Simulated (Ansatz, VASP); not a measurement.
Hf: VASP beside Ansatz

File INCAR:

```
SYSTEM = Hf
ALGO = Normal
EDIFF = 1E-8
ENCUT = 520
GGA = CA
ISIF = 2
ISMEAR = -1
LASPH = .TRUE.
LCHARG = .FALSE.
LEFG = .TRUE.
LREAL = .FALSE.
LWAVE = .FALSE.
NBANDS = 11
NELM = 60
PREC = Accurate
SIGMA = 0.03
```

KPOINTS

```
k-points
0
G
  13 13 13
  0 0 0
```

File POSCAR:

```
Hf
1.0
    0.0000000000      2.1756000000      2.2200000000
    2.1756000000      0.0000000000      2.2200000000
    2.1756000000      2.1756000000      0.0000000000
Hf
1
Direct
    0.0000000000      0.0000000000      0.0000000000
```

Input for Ansatz:

```yaml
crystal:
  lattice:
    - [0.0, 2.1756, 2.22]
    - [2.1756, 0.0, 2.22]
    - [2.1756, 2.1756, 0.0]
  atoms:
    - { symbol: Hf, position: [0.0, 0.0, 0.0] }
kpoints:
  mp_grid: { grid: [13, 13, 13] }
scf:
  occupations: { method: fermi_dirac, width: 0.03 }
hamiltonian:
  xc: lda
  pseudopotentials: { kind: all_electron, datasets: crystal }
output:
  forces: true
  stress: true
  eigenvalues: true
  efg: { contact_densities: true }
```

Change from the starting cell: equal xx and yy strain of -2 %, crystal datasets.

Alike in both runs: task electric field gradients; functional LDA; k mesh 13 × 13 × 13; occupations fermi-dirac, width 0.03 eV; no spin polarisation.

|  | VASP | Ansatz |
| --- | --- | --- |
| version | VASP 6.6.1 | Ansatz 0.2.0 |
| potentials or method | VASP PAW LDA potentials, release 64 (Hf_pv), cutoff 520 eV | all-electron PAW with datasets made for the crystal, scalar-relativistic |

```tsv
	VASP	Ansatz	Ansatz less VASP
pressure (GPa)	-1.2	-1.2	0.00
traceless stress, the component that is largest in VASP (GPa)	-0.50	-0.55	-0.047
size of Vzz on the site where it differs most (V/Å²)	17.7	19.4	+1.71
```

LDA's correlation is that of Perdew and Zunger in VASP and of Perdew and Wang (1992) in Ansatz. Ansatz ran all-electron here, and VASP with PAW potentials.

Neither program's run includes spin-orbit coupling.
